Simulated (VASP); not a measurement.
# TaN (sol) (P-6m2) in VASP: a series of runs, part 2 of 2

VASP 6.6.1. Earlier steps stand in the parts before.

## Step 3: Single point, PBEsol

This run uses another cell than the first one, of 10.63 Å³/atom, 0.982 times its volume.

INCAR reads:

```
SYSTEM = TaN
ALGO     = Normal         ! electronic algorithm
EDIFF    = 1E-6           ! SCF threshold, eV
ENCUT    = 520            ! plane-wave cutoff, eV
GGA      = PS             ! functional
ISIF     = 2              ! what is computed and relaxed
ISMEAR   = 0              ! smearing method
LASPH    = .True.         ! aspherical terms in the spheres
LCHARG   = .False.        ! write CHGCAR
LREAL    = .False.        ! projectors in reciprocal space
LWAVE    = .False.        ! write WAVECAR
NBANDS   = 15             ! bands
NELM     = 80             ! most SCF steps
PREC     = Accurate       ! precision mode
SIGMA    = 0.1            ! smearing width, eV
```

KPOINTS reads:

```
k-points
0
Gamma
  18 18 14
  0 0 0
```

POSCAR reads:

```
TaN
1.0
    2.9238695490      0.0000000000      0.0000000000
   -1.4619347745      2.5321453068      0.0000000000
    0.0000000000      0.0000000000      2.8704928543
Ta N
1 1
Direct
    0.0000000000      0.0000000000      0.5000000000
    0.6666666667      0.3333333333      0.0000000000
```

Potentials or basis: VASP PAW PBE potentials, release 64 (Ta_pv, N).

Started as:

```bash
$ cat potpaw_PBE.64/Ta_pv/POTCAR potpaw_PBE.64/N/POTCAR > POTCAR
$ mpirun -np 1 vasp_std > vasp.out
```

OUTCAR:

```text
SYSTEM = TaN
   EDIFF = 1E-6
   ENCUT = 520
   GGA = PS
   ISIF = 2
   ISMEAR = 0
   LASPH = .True.
   LREAL = .False.
   NELM = 80
   PREC = Accurate

 ion  position               nearest neighbor table
   1  0.000  0.000  0.500-   2 2.22   2 2.22   2 2.22   2 2.22   2 2.22   2 2.22
   2  0.667  0.333  0.000-   1 2.22   1 2.22   1 2.22   1 2.22   1 2.22   1 2.22

  LATTYP: Found a hexagonal cell.
 ALAT       =     2.9238695490
 C/A-ratio  =     0.9817445020

  Lattice vectors:

 A1 = (   2.9238695490,   0.0000000000,   0.0000000000)
 A2 = (  -1.4619347745,   2.5321453068,   0.0000000000)
 A3 = (   0.0000000000,   0.0000000000,   2.8704928543)

Analysis of symmetry for initial positions (statically):
=====================================================================
 Subroutine PRICEL returns:
 Original cell was already a primitive cell.

 Routine SETGRP: Setting up the symmetry group for a
 hexagonal supercell.

 Subroutine GETGRP returns: Found 12 space group operations
 (whereof 12 operations were pure point group operations)
 out of a pool of 24 trial point group operations.

The static configuration has the point symmetry D_3h.

[... 175 lines left out ...]
      6       3.6178      2.00000
      7       3.9460      2.00000
      8       5.3106      2.00000
      9      10.5638      0.00000
     10      11.8994      0.00000
     11      11.8994      0.00000
     12      12.2980      0.00000
     13      12.2980      0.00000
     14      21.3373      0.00000
[... 401 lines left out ...]
      2     -26.5484      2.00000
      3     -26.3478      2.00000
      4      -7.2059      2.00000
      5       0.0546      2.00000
      6       3.0310      2.00000
      7       3.9291      2.00000
      8       5.9211      2.00000
      9      10.5604      0.00000
     10      11.3655      0.00000
     11      12.9029      0.00000
     12      14.3893      0.00000
     13      16.9700      0.00000
     14      20.5006      0.00000
     15      21.6897      0.00000

 [... further k-points ...]

------------------------ aborting loop because EDIFF is reached ----------------------------------------

  FORCE on cell =-STRESS in cart. coord.  units (eV):
  Direction    XX          YY          ZZ          XY          YZ          ZX
  --------------------------------------------------------------------------------------
  -------------------------------------------------------------------------------------
  Total        0.1098659      0.1098659      0.1415422      0.0000000      0.0000000      0.0000000
  in kB        8.2826692      8.2826692     10.6707105      0.0000000      0.0000000      0.0000000
  external PRESSURE =       9.0786829 kB  Pullay stress =       0.0000000 kB

 VOLUME and BASIS-vectors are now :
 -----------------------------------------------------------------------------
  energy-cutoff  :      520.00
  volume of cell :       21.25
      direct lattice vectors                 reciprocal lattice vectors
     2.923869549  0.000000000  0.000000000     0.342012523  0.197461022  0.000000000
    -1.461934774  2.532145307  0.000000000     0.000000000  0.394922044  0.000000000
     0.000000000  0.000000000  2.870492854     0.000000000  0.000000000  0.348372231

 POSITION                                       TOTAL-FORCE (eV/Angst)
 -----------------------------------------------------------------------------------
      0.00000      0.00000      1.43525         0.000000      0.000000      0.000000
      1.46193      0.84405      0.00000        -0.000000      0.000000      0.000000
 -----------------------------------------------------------------------------------
    total drift:                               -0.000000      0.000000      0.000000

  FREE ENERGIE OF THE ION-ELECTRON SYSTEM (eV)
  ---------------------------------------------------
  free  energy   TOTEN  =       -23.8056182691 eV

  energy  without entropy=      -23.8053661873  energy(sigma->0) =      -23.80549223
```

OSZICAR:

```text
N       E                     dE             d eps       ncg     rms          rms(c)
DAV:   1     0.945287868354E+02    0.94529E+02   -0.89166E+03  8888   0.112E+03
DAV:   2    -0.231225178455E+02   -0.11765E+03   -0.11143E+03 10658   0.308E+02
DAV:   3    -0.261201293734E+02   -0.29976E+01   -0.29864E+01 10343   0.477E+01
DAV:   4    -0.261322601287E+02   -0.12131E-01   -0.12128E-01 11358   0.330E+00
DAV:   5    -0.261323268821E+02   -0.66753E-04   -0.66752E-04 10518   0.230E-01    0.245E+01
DAV:   6    -0.239037544331E+02    0.22286E+01   -0.34899E+00 11654   0.224E+01    0.105E+01
DAV:   7    -0.238411081519E+02    0.62646E-01   -0.55839E-01  9685   0.579E+00    0.709E+00
DAV:   8    -0.238130522930E+02    0.28056E-01   -0.14584E-01 11008   0.318E+00    0.147E+00
DAV:   9    -0.238057350430E+02    0.73173E-02   -0.15272E-02 10084   0.102E+00    0.184E-01
DAV:  10    -0.238056936959E+02    0.41347E-04   -0.10752E-03 11022   0.385E-01    0.883E-02
DAV:  11    -0.238056176178E+02    0.76078E-04   -0.97577E-05 10385   0.107E-01    0.100E-02
DAV:  12    -0.238056183018E+02   -0.68395E-06   -0.12498E-05  9517   0.314E-02    0.486E-03
DAV:  13    -0.238056182691E+02    0.32672E-07   -0.27351E-08  4783   0.171E-03
   1 F= -.23805618E+02 E0= -.23805492E+02  d E =-.252082E-03
```

stdout:

```text
POSCAR found type information on POSCAR TaN
 POSCAR found :  2 types and       2 ions
 scaLAPACK will be used
 -----------------------------------------------------------------------------
|                                                                             |
|                                                                             |
|     You enforced a specific xc type in the INCAR file but a different       |
|     I HOPE YOU KNOW WHAT YOU ARE DOING!                                     |
|                                                                             |
 -----------------------------------------------------------------------------

 LDA part: xc-table for (Slater+PW92), standard interpolation
 POSCAR, INCAR and KPOINTS ok, starting setup
 FFT: planning ... GRIDC
 FFT: planning ... GRID_SOFT
 FFT: planning ... GRID
 WAVECAR not read
 entering main loop
```

Run time: 83 s. Hardware: 1 thread of AMD EPYC 7R43 (Zen 3), shared host; peak memory 0.18 GiB.

What came out:

```yaml
Free_energy: -23.8056 eV
Pressure: 0.9 GPa
Band_gap_on_the_k_mesh: zero (band 8 reaches 8.48 eV, above the bottom of band 9 at 8.13 eV)
```

Stress tensor (GPa, compression positive):
```
0.83 0.00 0.00
0.00 0.83 0.00
0.00 0.00 1.07
```

Caveat: the PAW data sets were made with another functional, which shifts forces and pressure a little; spin-orbit coupling is left out, which moves the levels of the heavy elements.
